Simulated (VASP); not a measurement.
# AgBr (I4mm) in VASP: single point with PBE

Aim: the single point of AgBr with PBE.

Program: VASP 6.6.1. These are calculated values, not measurements. Logs are shortened: lines on timing, memory, paths and dates and some standing lists are left out, and cuts for length are marked.

**1. The cell of the first run**

Symmetry: I4mm, No. 107, tetragonal system. The conventional cell has a = 4.059 Å, b = 4.059 Å, c = 5.798 Å, α = 90.00°, β = 90.00°, γ = 90.00°. Ag (site symmetry 4mm) has 6 Br at 2.86 to 2.94 Å within 3.8 Å. Br (site symmetry 4mm) has 6 Ag at 2.86 to 2.94 Å within 3.8 Å.

**2. Single point, PBE (last atom moved by 0.04 Å along z, cell strained by +1.0% along z)**

Contents of INCAR:

```
SYSTEM = AgBr
GGA      = PE             ! functional
ISMEAR   = 0              ! smearing method
SIGMA    = 0.03           ! smearing width, eV
LWAVE    = .FALSE.        ! write WAVECAR
LCHARG   = .FALSE.        ! write CHGCAR
ISIF     = 2              ! what is computed and relaxed
PREC     = Accurate       ! precision mode
LASPH    = .TRUE.         ! aspherical terms in the spheres
LREAL    = .FALSE.        ! projectors in reciprocal space
ALGO     = Normal         ! electronic algorithm
EDIFF    = 1E-8           ! SCF threshold, eV
NELM     = 120            ! most SCF steps
GGA_COMPAT= .FALSE.      
ENCUT    = 620            ! plane-wave cutoff, eV
EFERMI   = MIDGAP       
NBANDS   = 29             ! bands
```

Contents of KPOINTS:

```
Automatic mesh
0
Gamma
  13 13 13
  0 0 0
```

Contents of POSCAR:

```
AgBr
1.0
    0.0000000000      2.8701500000      2.8988515000
    2.8701500000      0.0000000000      2.8988515000
    2.8701500000      2.8701500000      0.0000000000
Ag Br
1 1
Direct
    0.0000000000      0.0000000000      0.0000000000
    0.5069682800      0.5069682800      0.4930317200
```

Potentials or basis: VASP PAW PBE potentials, release 64 (Ag, Br).

On the command line:

```
> cat potpaw_PBE.64/Ag/POTCAR potpaw_PBE.64/Br/POTCAR > POTCAR
> mpirun -np 1 vasp_std > vasp.out
```

OUTCAR:

```text
SYSTEM = AgBr
   GGA = PE
   ISMEAR = 0
   ISIF = 2
   PREC = Accurate
   LASPH = .TRUE.
   LREAL = .FALSE.
   EDIFF = 1E-8
   NELM = 120
   ENCUT = 620
   EFERMI = MIDGAP

 ion  position               nearest neighbor table
   1  0.000  0.000  0.000-   2 2.86   2 2.87   2 2.87   2 2.87   2 2.87   2 2.94
   2  0.507  0.507  0.493-   1 2.86   1 2.87   1 2.87   1 2.87   1 2.87   1 2.94

  LATTYP: Found a body centered tetragonal cell.
 ALAT       =     4.0590050560
 C/A-ratio  =     1.4283556980

  Lattice vectors:

 A1 = (  -2.8701500000,   0.0000000000,   2.8988515000)
 A2 = (   2.8701500000,   0.0000000000,   2.8988515000)
 A3 = (   0.0000000000,   2.8701500000,  -2.8988515000)

Analysis of symmetry for initial positions (statically):
=====================================================================
 Subroutine PRICEL returns:
 Original cell was already a primitive cell.

 Routine SETGRP: Setting up the symmetry group for a
 body centered tetragonal supercell.

 Subroutine GETGRP returns: Found  8 space group operations
 (whereof  8 operations were pure point group operations)
 out of a pool of 16 trial point group operations.

The static configuration has the point symmetry C_4v.

Analysis of symmetry for dynamics (positions and initial velocities):
=====================================================================
 Subroutine PRICEL returns:
 Original cell was already a primitive cell.

 Routine SETGRP: Setting up the symmetry group for a
 body centered tetragonal supercell.

 Subroutine GETGRP returns: Found  8 space group operations
 (whereof  8 operations were pure point group operations)
 out of a pool of 16 trial point group operations.

The dynamic configuration has the point symmetry C_4v.

 Subroutine INISYM returns: Found  8 space group operations
 (whereof  8 operations are pure point group operations),
 and found     1 'primitive' translations

----------------------------------------------------------------------------------------

                                     Primitive cell

  volume of cell :      47.7601

  direct lattice vectors                    reciprocal lattice vectors
     0.000000000  2.870150000  2.898851500    -0.174206923  0.174206923  0.172482102
     2.870150000  0.000000000  2.898851500     0.174206923 -0.174206923  0.172482102
     2.870150000  2.870150000  0.000000000     0.174206923  0.174206923 -0.172482102

  length of vectors
     4.079350566  4.079350566  4.059005056     0.300742713  0.300742713  0.300742713

  position of ions in fractional coordinates (direct lattice)
     0.000000000  0.000000000  0.000000000
     0.506968280  0.506968280  0.493031720

  ion indices of the primitive-cell ions
   primitive index   ion index
                 1           1
                 2           2

----------------------------------------------------------------------------------------

 KPOINTS: Automatic mesh

Automatic generation of k-mesh.
 Grid dimensions read from file:
 generate k-points for:   13   13   13

 Generating k-lattice:

  Cartesian coordinates                     Fractional coordinates (reciprocal lattice)
    -0.013400533  0.013400533  0.013267854     0.076923077  0.000000000  0.000000000
     0.013400533 -0.013400533  0.013267854     0.000000000  0.076923077  0.000000000
     0.013400533  0.013400533 -0.013267854     0.000000000  0.000000000  0.076923077

  Length of vectors
     0.023134055  0.023134055  0.023134055

  Shift w.r.t. Gamma in fractional coordinates (k-lattice)
     0.000000000  0.000000000  0.000000000

 Subroutine IBZKPT returns following result:
 ===========================================

 Found    196 irreducible k-points:

 Following reciprocal coordinates:
            Coordinates               Weight
  0.000000  0.000000  0.000000      1.000000
  0.076923  0.000000  0.000000      8.000000
  0.153846  0.000000  0.000000      8.000000
  0.230769  0.000000  0.000000      8.000000
  0.307692  0.000000  0.000000      8.000000
  0.384615  0.000000  0.000000      8.000000
[... 16 lines left out ...]
  0.384615  0.153846  0.000000      8.000000
  0.461538  0.153846  0.000000      8.000000
 [... further k-points ...]
   k-points           NKPTS =    196   k-points in BZ     NKDIM =    196   number of bands    NBANDS=     29
   number of dos      NEDOS =    301   number of ions     NIONS =      2
   total plane-waves  NPLWV =  46656
   dimension x,y,z NGX =    36 NGY =   36 NGZ =   36
   dimension x,y,z NGXF=    72 NGYF=   72 NGZF=   72
   ions per type =               1   1
   NGX,Y,Z   is equivalent  to a cutoff of  14.67, 14.67, 14.74 a.u.
   NGXF,Y,Z  is equivalent  to a cutoff of  29.34, 29.34, 29.49 a.u.
 SYSTEM =  AgBr
   PREC   = accura    normal or accurate (medium, high low for compatibility)
   ISTART =      0    job   : 0-new  1-cont  2-samecut
   ICHARG =      2    charge: 1-file 2-atom 10-const
   ISPIN  =      1    spin polarized calculation?
   LNONCOLLINEAR =      F non collinear calculations
   LSORBIT =      F    spin-orbit coupling
   LASPH  =      T    aspherical Exc in radial PAW
   ENCUT  =  620.0 eV  45.57 Ry    6.75 a.u.   8.28  8.28  8.24*2*pi/ulx,y,z
   NELM   =    120;   NELMIN=  2; NELMDL= -5     # of ELM steps
   EDIFF  = 0.1E-07   stopping-criterion for ELM
   LREAL  =      F    real-space projection
   EDIFFG = 0.1E-06   stopping-criterion for IOM
   NSW    =      0    number of steps for IOM
   IBRION =     -1    ionic relax: 0-MD 1-quasi-New 2-CG
   NFREE  =      0    steps in history (QN), initial steepest desc. (CG)
   ISIF   =      2    stress and relaxation
   ISYM   =      2    0-nonsym 1-usesym 2-fastsym
   POTIM  = 0.5000    time-step for ionic-motion
   TEBEG  =    0.0;   TEEND  =   0.0 temperature during run

   SCALEE = 1.0000    scale energy and forces
   PSTRESS=    0.0 pullay stress
   NELECT =      18.0000    total number of electrons
   NUPDOWN=      -1.0000    fix difference up-down
   EMIN   =  10.00;   EMAX   =-10.00  energy-range for DOS
   EFERMI =   0.00;   METHOD = MIDGAP
   ISMEAR =     0;   SIGMA  =   0.03  broadening in eV -4-tet -1-fermi 0-gaus
   EFERMI_NEDOS =   21; number of points for ismear=-14 and -15
   IALGO  =     38    algorithm
   IMIX   =      4    mixing-type and parameters
     AMIX     =   0.40;   BMIX     =  1.00
     AMIX_MAG =   1.60;   BMIX_MAG =  1.00
  volume/ion in A,a.u.               =      23.88       161.15
  Fermi-wavevector in a.u.,A,eV,Ry     =   1.182526  2.234650 19.025941  1.398367
  Thomas-Fermi vector in A             =   2.318778
   LORBIT       =      0    0 simple, 1 ext, 2 COOP (PROOUT), +10 PAW based schemes
   GGA     = PE    functional components
   LHFCALC =     F    Hartree Fock is set to
   AEXX    =    0.0000 exact exchange contribution
   IVDW    =     0    specifies the selected vdW correction
   LEPSILON=     F    determine dielectric tensor
   LRPA    =     F    only Hartree local field effects (RPA)

   CSHIFT  =0.1000    complex shift for real part using Kramers Kronig

   OMEGAMAX=  -1.0    maximum frequency
 non-spin polarized calculation
 Gauss-broadening in eV      SIGMA  =   0.03
  energy-cutoff  :      620.00
  volume of cell :       47.76
 maximum number of plane-waves:      1694
 NGX is ok and might be reduce to    36
   NGX = 17   NGY = 17   NGZ = 17

 number of electron      18.0000002 magnetization

 Free energy of the ion-electron system (eV)
  ---------------------------------------------------
  ext. energy  EPLUGINS =         0.00000000
  ---------------------------------------------------
  free energy    TOTEN  =        -4.98796384 eV

  energy without entropy =       -4.98796384  energy(sigma->0) =       -4.98796384

 E-fermi :   3.8408     XC(G=0):  -9.8095

 val. band max:        3.5071788195   @ k =   0.4615   0.0000   0.0000
 cond. band min:       4.1743588762   @ k =   0.0000   0.0000   0.0000
 fundamental gap:      0.6671800567
 Fermi energy:         3.8407688479

 k-point     1 :       0.0000    0.0000    0.0000
  band No.  band energies     occupation
      1     -11.5202      2.00000
      2       0.7241      2.00000
      3       0.7288      2.00000
      4       0.7407      2.00000
      5       0.7433      2.00000
      6       0.7433      2.00000
[... 13 lines left out ...]
     20      20.8942      0.00000
     21      28.2414      0.00000

 k-point     2 :       0.0769    0.0000    0.0000
  band No.  band energies     occupation
      1     -11.4973      2.00000
      2       0.5321      2.00000
      3       0.5462      2.00000
      4       0.6446      2.00000
      5       0.7542      2.00000
      6       0.7645      2.00000
[... 13 lines left out ...]
     20      21.3081      0.00000
     21      27.3499      0.00000

 k-point     3 :       0.1538    0.0000    0.0000
  band No.  band energies     occupation
      1     -11.4327      2.00000
      2       0.1527      2.00000
      3       0.2136      2.00000
      4       0.2649      2.00000
      5       0.8001      2.00000
      6       0.8093      2.00000
[... 13 lines left out ...]
     20      22.2542      0.00000
     21      25.7520      0.00000

 k-point     4 :       0.2308    0.0000    0.0000
  band No.  band energies     occupation
      1     -11.3386      2.00000
      2      -0.4438      2.00000
      3      -0.1001      2.00000
      4      -0.0721      2.00000
      5       0.8673      2.00000
      6       0.8735      2.00000
[... 13 lines left out ...]
     20      22.3486      0.00000
     21      24.2099      0.00000

 k-point     5 :       0.3077    0.0000    0.0000
  band No.  band energies     occupation
      1     -11.2345      2.00000
      2      -1.0149      2.00000
      3      -0.3532      2.00000
      4      -0.3252      2.00000
      5       0.9406      2.00000
      6       0.9431      2.00000
[... 13 lines left out ...]
     20      22.0117      0.00000
     21      22.6081      0.00000
[... 382 lines left out ...]
     20      23.4768      0.00000
     21      24.3310      0.00000

 k-point    22 :       0.3077    0.1538    0.0000
  band No.  band energies     occupation
      1     -11.2605      2.00000
      2      -0.8629      2.00000
      3      -0.0169      2.00000
      4       0.0671      2.00000
      5       0.7829      2.00000
      6       0.9559      2.00000
[... 13 lines left out ...]
     20      22.5889      0.00000
     21      22.7457      0.00000

 k-point    23 :       0.3846    0.1538    0.0000
  band No.  band energies     occupation
      1     -11.1724      2.00000
      2      -1.1180      2.00000
      3      -0.3575      2.00000
      4      -0.2088      2.00000
      5       0.8608      2.00000
      6       1.0230      2.00000
[... 13 lines left out ...]
     20      22.3421      0.00000
     21      23.7473      0.00000

 k-point    24 :       0.4615    0.1538    0.0000
  band No.  band energies     occupation
      1     -11.1028      2.00000
      2      -1.3381      2.00000
      3      -0.5421      2.00000
      4      -0.4177      2.00000
      5       0.9402      2.00000
      6       1.0557      2.00000
[... 13 lines left out ...]
     20      23.2590      0.00000
     21      23.5977      0.00000

 [... further k-points ...]

 [bands above 21 left out]

------------------------ aborting loop because EDIFF is reached ----------------------------------------

  FORCE on cell =-STRESS in cart. coord.  units (eV):
  Direction    XX          YY          ZZ          XY          YZ          ZX
  --------------------------------------------------------------------------------------
  -------------------------------------------------------------------------------------
  Total        0.5649179      0.5649179      0.4882364      0.0000000      0.0000000      0.0000000
  in kB       18.9509391     18.9509391     16.3785535      0.0000000      0.0000000      0.0000000
  external PRESSURE =      18.0934773 kB  Pullay stress =       0.0000000 kB

 VOLUME and BASIS-vectors are now :
 -----------------------------------------------------------------------------
  energy-cutoff  :      620.00
  volume of cell :       47.76
      direct lattice vectors                 reciprocal lattice vectors
     0.000000000  2.870150000  2.898851500    -0.174206923  0.174206923  0.172482102
     2.870150000  0.000000000  2.898851500     0.174206923 -0.174206923  0.172482102
     2.870150000  2.870150000  0.000000000     0.174206923  0.174206923 -0.172482102

 POSITION                                       TOTAL-FORCE (eV/Angst)
 -----------------------------------------------------------------------------------
      0.00000      0.00000      0.00000         0.000000      0.000000      0.039420
      2.87015      2.87015      2.93925         0.000000      0.000000     -0.039420
 -----------------------------------------------------------------------------------
    total drift:                               -0.000000     -0.000000     -0.000025

  FREE ENERGIE OF THE ION-ELECTRON SYSTEM (eV)
  ---------------------------------------------------
  free  energy   TOTEN  =        -4.9879638357 eV

  energy  without entropy=       -4.9879638357  energy(sigma->0) =       -4.98796384
```

It took 6.9 min on 1 thread of AMD EPYC 7R13 (Zen 3), shared host; peak memory 0.39 GiB.

Results:

| Quantity | Value |
| --- | --- |
| Free energy | -4.9880 eV |
| Pressure | 1.8 GPa |
| Largest force | 0.039 eV/Å |
| Band gap on the k mesh | 0.67 eV (least direct gap 2.53 eV) |

Forces on the atoms (eV/Å):
```
Ag   0.000  0.000  0.039
Br   0.000  0.000 -0.039
```

Stress tensor (GPa, compression positive):
```
1.90 0.00 0.00
0.00 1.90 0.00
0.00 0.00 1.64
```

Caveat: the cell differs from its parent crystal (last atom moved by 0.04 Å along z, cell strained by +1.0% along z); semilocal functionals underestimate gaps, and a narrow one can read as zero. A k mesh can miss the band edges.
